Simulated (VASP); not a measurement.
**GaN: single point with r2SCAN**

The system is GaN.

```
Ga N
1.0
     0.00000    2.24895    2.24895
     2.24895    0.00000    2.24895
     2.24895    2.24895    0.00000
Ga N
1 1
Direct
  0.00000 0.00000 0.00000
  0.25000 0.25000 0.25000
```

```yaml
Program: VASP 6.6.1
Task: single point
Functional: r2SCAN
Potentials_or_basis: VASP PAW PBE potentials, release 64 (Ga_d, N)
Cutoff: 520 eV
k_mesh: 10 × 10 × 10
Occupations: gaussian, width 0.01 eV
Spin: no spin polarisation
Dipole_correction: no
Further_INCAR_settings: ALGO = Normal; EDIFF = 1e-06; NBANDS = 16
```

```yaml
Pressure: 1.1 GPa
Band_gap_on_the_k_mesh: 2.16 eV
```

Levels at points of the mesh, in eV from the valence-band top:
```
           k point  band 5  band 6  band 7  band 8  band 9  band 10  band 11  band 12  band 13  band 14
(0.00, 0.00, 0.00)  -13.48  -13.48    0.00    0.00    0.00     2.16    11.04    11.04    11.04    18.64
(0.50, 0.00, 0.00)  -13.43  -12.35   -7.20   -1.00   -1.00     5.21     9.47    11.03    11.03    16.56
(0.50, 0.50, 0.00)  -13.40  -11.97   -6.24   -2.80   -2.80     3.77     7.28    12.63    15.01    15.01
```

Run time: 37 s on 1 thread of AMD EPYC 9R45 96-Core Processor (Zen 5), on a shared host, peak memory 0.12 GiB.

Caveat: the structure was generated, so it needn't be the stable form of GaN; the PAW data sets were made with another functional, which shifts forces and pressure a little.
